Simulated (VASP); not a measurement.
# Pt (R-3m) in VASP: notebook

The runs below take Pt through single point, with PBE.

Everything below comes from runs of VASP 6.6.1. Logs are shortened: lines on timing, memory, paths and dates and some standing lists are left out, and cuts for length are marked.

### 1 The cell of the first run

Symmetry: R-3m, No. 166, trigonal system. The conventional cell has a = 2.469 Å, b = 2.469 Å, c = 8.528 Å, α = 90.00°, β = 90.00°, γ = 120.00°. Pt (site symmetry -3m) has 12 Pt at 2.47 to 3.18 Å within 3.3 Å.

### 2 Single point, PBE

Input file INCAR:

```
PREC = Accurate
ENCUT = 520
EDIFF = 1E-6
ISMEAR = 0
SIGMA = 0.15
LREAL = F
LASPH = T
NELM = 100
ALGO = Fast
ISIF = 2
LWAVE = F
LCHARG = F
GGA = PE
NBANDS = 11
```

Input file KPOINTS:

```
Automatic mesh
0
Gamma
  24 24 24
```

Input file POSCAR:

```
Pt
1.0
    0.4772472118      2.2232735965      2.2232735965
    2.2232735965      0.4772472118      2.2232735965
    2.2232735965      2.2232735965      0.4772472118
Pt
1
Direct
    0.0000000000      0.0000000000      0.0000000000
```

Potentials or basis: VASP PAW PBE potentials, release 64 (Pt).

Run with:

```
cat potpaw_PBE.64/Pt/POTCAR > POTCAR
mpirun -np 1 vasp_std > vasp.out
```

OUTCAR:

```text
PREC = Accurate
   ENCUT = 520
   EDIFF = 1E-6
   ISMEAR = 0
   LREAL = F
   LASPH = T
   NELM = 100
   ISIF = 2
   GGA = PE

 ion  position               nearest neighbor table
   1  0.000  0.000  0.000-

  LATTYP: Found a trigonal (rhomboedric) cell.
 ALAT       =     3.1801974579
 COS(alpha) =     0.6985651702

  Lattice vectors:

 A1 = (   0.4772472118,   2.2232735965,   2.2232735965)
 A2 = (   2.2232735965,   0.4772472118,   2.2232735965)
 A3 = (   2.2232735965,   2.2232735965,   0.4772472118)

Analysis of symmetry for initial positions (statically):
=====================================================================
 Subroutine PRICEL returns:
 Original cell was already a primitive cell.

 Routine SETGRP: Setting up the symmetry group for a
 trigonal (rhombohedral) supercell.

 Subroutine GETGRP returns: Found 12 space group operations
 (whereof 12 operations were pure point group operations)
 out of a pool of 12 trial point group operations.

The static configuration has the point symmetry D_3d.

Analysis of symmetry for dynamics (positions and initial velocities):
=====================================================================
 Subroutine PRICEL returns:
 Original cell was already a primitive cell.

 Routine SETGRP: Setting up the symmetry group for a
 trigonal (rhombohedral) supercell.

 Subroutine GETGRP returns: Found 12 space group operations
 (whereof 12 operations were pure point group operations)
 out of a pool of 12 trial point group operations.

The dynamic configuration has the point symmetry D_3d.

 Subroutine INISYM returns: Found 12 space group operations
 (whereof 12 operations are pure point group operations),
 and found     1 'primitive' translations

----------------------------------------------------------------------------------------

                                     Primitive cell

  volume of cell :      15.0107

  direct lattice vectors                    reciprocal lattice vectors
     0.477247212  2.223273596  2.223273596    -0.314120887  0.258608144  0.258608144
     2.223273596  0.477247212  2.223273596     0.258608144 -0.314120887  0.258608144
     2.223273596  2.223273596  0.477247212     0.258608144  0.258608144 -0.314120887

  length of vectors
     3.180197458  3.180197458  3.180197458     0.482108158  0.482108158  0.482108158

  position of ions in fractional coordinates (direct lattice)
     0.000000000  0.000000000  0.000000000

  ion indices of the primitive-cell ions
   primitive index   ion index
                 1           1

----------------------------------------------------------------------------------------

 KPOINTS: Automatic mesh

Automatic generation of k-mesh.
 Grid dimensions read from file:
 generate k-points for:   24   24   24

 Generating k-lattice:

  Cartesian coordinates                     Fractional coordinates (reciprocal lattice)
    -0.013088370  0.010775339  0.010775339     0.041666667 -0.000000000 -0.000000000
     0.010775339 -0.013088370  0.010775339    -0.000000000  0.041666667 -0.000000000
     0.010775339  0.010775339 -0.013088370    -0.000000000 -0.000000000  0.041666667

  Length of vectors
     0.020087840  0.020087840  0.020087840

  Shift w.r.t. Gamma in fractional coordinates (k-lattice)
     0.000000000  0.000000000  0.000000000

 Subroutine IBZKPT returns following result:
 ===========================================

 Found   1313 irreducible k-points:

 Following reciprocal coordinates:
            Coordinates               Weight
  0.000000  0.000000  0.000000      1.000000
  0.041667  0.000000 -0.000000      6.000000
  0.083333  0.000000  0.000000      6.000000
  0.125000 -0.000000 -0.000000      6.000000
  0.166667 -0.000000 -0.000000      6.000000
  0.208333 -0.000000 -0.000000      6.000000
[... 16 lines left out ...]
  0.416667  0.041667  0.000000     12.000000
  0.458333  0.041667  0.000000     12.000000
 [... further k-points ...]
   k-points           NKPTS =   1313   k-points in BZ     NKDIM =   1313   number of bands    NBANDS=     11
   number of dos      NEDOS =    301   number of ions     NIONS =      1
   total plane-waves  NPLWV =  13824
   dimension x,y,z NGX =    24 NGY =   24 NGZ =   24
   dimension x,y,z NGXF=    48 NGYF=   48 NGZF=   48
   ions per type =               1
   NGX,Y,Z   is equivalent  to a cutoff of  12.55, 12.55, 12.55 a.u.
   NGXF,Y,Z  is equivalent  to a cutoff of  25.09, 25.09, 25.09 a.u.
 SYSTEM =  unknown system
   PREC   = accura    normal or accurate (medium, high low for compatibility)
   ISTART =      0    job   : 0-new  1-cont  2-samecut
   ICHARG =      2    charge: 1-file 2-atom 10-const
   ISPIN  =      1    spin polarized calculation?
   LNONCOLLINEAR =      F non collinear calculations
   LSORBIT =      F    spin-orbit coupling
   LASPH  =      T    aspherical Exc in radial PAW
   ENCUT  =  520.0 eV  38.22 Ry    6.18 a.u.   5.91  5.91  5.91*2*pi/ulx,y,z
   NELM   =    100;   NELMIN=  2; NELMDL= -5     # of ELM steps
   EDIFF  = 0.1E-05   stopping-criterion for ELM
   LREAL  =      F    real-space projection
   EDIFFG = 0.1E-04   stopping-criterion for IOM
   NSW    =      0    number of steps for IOM
   IBRION =     -1    ionic relax: 0-MD 1-quasi-New 2-CG
   NFREE  =      0    steps in history (QN), initial steepest desc. (CG)
   ISIF   =      2    stress and relaxation
   ISYM   =      2    0-nonsym 1-usesym 2-fastsym
   POTIM  = 0.5000    time-step for ionic-motion
   TEBEG  =    0.0;   TEEND  =   0.0 temperature during run
   PSTRESS=    0.0 pullay stress
   NELECT =      10.0000    total number of electrons
   NUPDOWN=      -1.0000    fix difference up-down
   EMIN   =  10.00;   EMAX   =-10.00  energy-range for DOS
   EFERMI =   0.00;   METHOD = LEGACY
   ISMEAR =     0;   SIGMA  =   0.15  broadening in eV -4-tet -1-fermi 0-gaus
   EFERMI_NEDOS =   21; number of points for ismear=-14 and -15
   IALGO  =     68    algorithm
   IMIX   =      4    mixing-type and parameters
     AMIX     =   0.40;   BMIX     =  1.00
     AMIX_MAG =   1.60;   BMIX_MAG =  1.00
  volume/ion in A,a.u.               =      15.01       101.30
  Fermi-wavevector in a.u.,A,eV,Ry     =   1.429797  2.701924 27.814648  2.044319
  Thomas-Fermi vector in A             =   2.549712
   LORBIT       =      0    0 simple, 1 ext, 2 COOP (PROOUT), +10 PAW based schemes
   GGA     = PE    functional components
   LHFCALC =     F    Hartree Fock is set to
   AEXX    =    0.0000 exact exchange contribution
   IVDW    =     0    specifies the selected vdW correction
   LEPSILON=     F    determine dielectric tensor
   LRPA    =     F    only Hartree local field effects (RPA)
 non-spin polarized calculation
 RMM-DIIS sequential band-by-band and
 Gauss-broadening in eV      SIGMA  =   0.15
  energy-cutoff  :      520.00
  volume of cell :       15.01
 maximum number of plane-waves:       418
   NGX = 11   NGY = 11   NGZ = 11

 number of electron      10.0000001 magnetization

 Free energy of the ion-electron system (eV)
  ---------------------------------------------------
  ext. energy  EPLUGINS =         0.00000000
  ---------------------------------------------------
  free energy    TOTEN  =        -5.15758523 eV

  energy without entropy =       -5.14175806  energy(sigma->0) =       -5.14967165

 E-fermi :  11.2086     XC(G=0): -13.3610

 val. band max:       11.2078978321   @ k =   0.5000   0.5000   0.2917
 cond. band min:      11.2086234236   @ k =  -0.3333   0.5000   0.1250
 fundamental gap:      0.0007255915
 Fermi energy:        11.2085526375

 k-point     1 :       0.0000    0.0000    0.0000
  band No.  band energies     occupation
      1       0.7695      2.00000
      2       5.3407      2.00000
      3       7.1310      2.00000
      4       7.1310      2.00000
      5      11.0979      1.70308
      6      11.0979      1.70308
      7      21.4963      0.00000
      8      28.2616      0.00000
      9      33.1181      0.00000
     10      35.8557      0.00000
     11      35.8557      0.00000

 k-point     2 :       0.0417    0.0000   -0.0000
  band No.  band energies     occupation
      1       0.8676      2.00000
      2       5.3857      2.00000
      3       7.0685      2.00000
      4       7.2065      2.00000
      5      10.9669      1.97727
      6      11.0694      1.81045
      7      21.6861      0.00000
      8      28.4420      0.00000
      9      32.9577      0.00000
     10      35.4309      0.00000
     11      35.9236      0.00000

 k-point     3 :       0.0833    0.0000    0.0000
  band No.  band energies     occupation
      1       1.1550      2.00000
      2       5.5166      2.00000
      3       6.8981      2.00000
      4       7.4313      2.00000
      5      10.6092      2.00000
      6      10.9865      1.96366
      7      22.2095      0.00000
      8      28.9539      0.00000
      9      32.4453      0.00000
     10      34.6697      0.00000
     11      36.1181      0.00000

 k-point     4 :       0.1250   -0.0000   -0.0000
  band No.  band energies     occupation
      1       1.6095      2.00000
      2       5.7142      2.00000
      3       6.6758      2.00000
      4       7.7993      2.00000
      5      10.1071      2.00000
      6      10.8572      1.99908
      7      22.9478      0.00000
      8      29.6605      0.00000
      9      31.6980      0.00000
     10      34.0241      0.00000
     11      36.4129      0.00000
[... 239 lines left out ...]
 k-point    22 :       0.3750    0.0417   -0.0000
  band No.  band energies     occupation
      1       3.3230      2.00000
      2       6.1089      2.00000
      3       8.7716      2.00000
      4       9.2330      2.00000
      5       9.7886      2.00000
      6      11.8785      0.00000
      7      22.5434      0.00000
      8      26.0715      0.00000
      9      29.7639      0.00000
     10      34.1403      0.00000
     11      34.8394      0.00000

 k-point    23 :       0.4167    0.0417    0.0000
  band No.  band energies     occupation
      1       3.1655      2.00000
      2       5.9639      2.00000
      3       9.2472      2.00000
      4       9.6431      2.00000
      5      10.2124      2.00000
      6      12.6634      0.00000
      7      21.6217      0.00000
      8      25.0137      0.00000
      9      29.2513      0.00000
     10      33.4983      0.00000
     11      34.8454      0.00000

 k-point    24 :       0.4583    0.0417    0.0000
  band No.  band energies     occupation
      1       3.0395      2.00000
      2       5.8419      2.00000
      3       9.5190      2.00000
      4       9.5607      2.00000
      5      11.1684      1.29518
      6      13.3204      0.00000
      7      20.7685      0.00000
      8      24.2166      0.00000
      9      28.9046      0.00000
     10      32.5374      0.00000
     11      35.3508      0.00000

 [... further k-points ...]

------------------------ aborting loop because EDIFF is reached ----------------------------------------

  FORCE on cell =-STRESS in cart. coord.  units (eV):
  Direction    XX          YY          ZZ          XY          YZ          ZX
  --------------------------------------------------------------------------------------
  -------------------------------------------------------------------------------------
  Total        5.4274947      5.4274947      5.4274947     -3.1871339     -3.1871339     -3.1871339
  in kB      579.3065981    579.3065981    579.3065981   -340.1804736   -340.1804736   -340.1804736
  external PRESSURE =     579.3065981 kB  Pullay stress =       0.0000000 kB

 VOLUME and BASIS-vectors are now :
 -----------------------------------------------------------------------------
  energy-cutoff  :      520.00
  volume of cell :       15.01
      direct lattice vectors                 reciprocal lattice vectors
     0.477247212  2.223273596  2.223273596    -0.314120887  0.258608144  0.258608144
     2.223273596  0.477247212  2.223273596     0.258608144 -0.314120887  0.258608144
     2.223273596  2.223273596  0.477247212     0.258608144  0.258608144 -0.314120887

 POSITION                                       TOTAL-FORCE (eV/Angst)
 -----------------------------------------------------------------------------------
      0.00000      0.00000      0.00000         0.000000      0.000000      0.000000
 -----------------------------------------------------------------------------------
    total drift:                               -0.000000      0.000000     -0.000000

  FREE ENERGIE OF THE ION-ELECTRON SYSTEM (eV)
  ---------------------------------------------------
  free  energy   TOTEN  =        -5.1575852310 eV

  energy  without entropy=       -5.1417580604  energy(sigma->0) =       -5.14967165
```

It took 2.1 min on 1 thread of Intel Xeon 6975P-C, shared host; peak memory 0.34 GiB.

What came out:

| Quantity | Value |
| --- | --- |
| Free energy | -5.1576 eV |
| Pressure | 57.9 GPa |
| Band gap on the k mesh | zero (band 5 reaches 13.24 eV, above the bottom of band 6 at 10.20 eV) |

Stress tensor (GPa, compression positive):
```
 57.93 -34.02 -34.02
-34.02  57.93 -34.02
-34.02 -34.02  57.93
```

Levels at points of the mesh, in eV from the Fermi level:
| k point | band 3 | band 4 | band 5 | band 6 | band 7 | band 8 |
| --- | --- | --- | --- | --- | --- | --- |
| (0.00, 0.00, 0.00) | -4.08 | -4.08 | -0.11 | -0.11 | 10.29 | 17.05 |
| (0.50, 0.00, 0.00) | -1.60 | -1.60 | 1.17 | 2.00 | 9.00 | 12.48 |
| (0.50, 0.50, 0.00) | -0.51 | -0.09 | 2.03 | 2.63 | 8.76 | 10.65 |
| (0.50, 0.50, 0.50) | -4.16 | -2.21 | 0.32 | 0.32 | 1.34 | 16.36 |

Caveat: spin-orbit coupling is left out, which moves the levels of the heavy elements.

### 3 Single point, PBE

This run uses another cell than the first one, of the same volume but with other edges.

INCAR: that of step 2 with these lines changed.

```diff
@@ -7,3 +7,3 @@
 LASPH = T
-NELM = 100
+NELM = 80
 ALGO = Fast
```

KPOINTS is that of step 2.

Input file POSCAR:

```
Pt
1.0
   -0.6190259023      1.7023212313      1.7023212313
    1.7023212313     -0.6190259023      1.7023212313
    1.7023212313      1.7023212313     -0.6190259023
Pt
1
Direct
    0.0000000000      0.0000000000      0.0000000000
```

Potentials or basis: VASP PAW PBE potentials, release 64 (Pt).

Run with:

```
cat potpaw_PBE.64/Pt/POTCAR > POTCAR
mpirun -np 1 vasp_std > vasp.out
```

It took 1.7 min on 1 thread of Intel Xeon 6975P-C, shared host; peak memory 0.31 GiB.

Results (log left out):

```
Free energy            : -5.2550 eV
Pressure               : 51.6 GPa
Band gap on the k mesh : zero (band 5 reaches 13.96 eV, above the bottom of band 6 at 9.24 eV)
```

Stress tensor (GPa, compression positive):
```
51.58  2.78  2.78
 2.78 51.58  2.78
 2.78  2.78 51.58
```

Levels at points of the mesh, in eV from the Fermi level:
```csv
k point,band 3,band 4,band 5,band 6,band 7,band 8
"(0.00, 0.00, 0.00)",-6.90,0.23,0.23,0.35,15.04,16.98
"(0.50, 0.00, 0.00)",-2.17,-1.73,-1.19,0.45,5.85,16.70
"(0.50, 0.50, 0.00)",-1.58,-1.38,2.57,3.38,6.22,11.34
"(0.50, 0.50, 0.50)",-5.68,2.64,2.64,6.92,10.81,13.22
```

Caveat: spin-orbit coupling is left out, which moves the levels of the heavy elements.
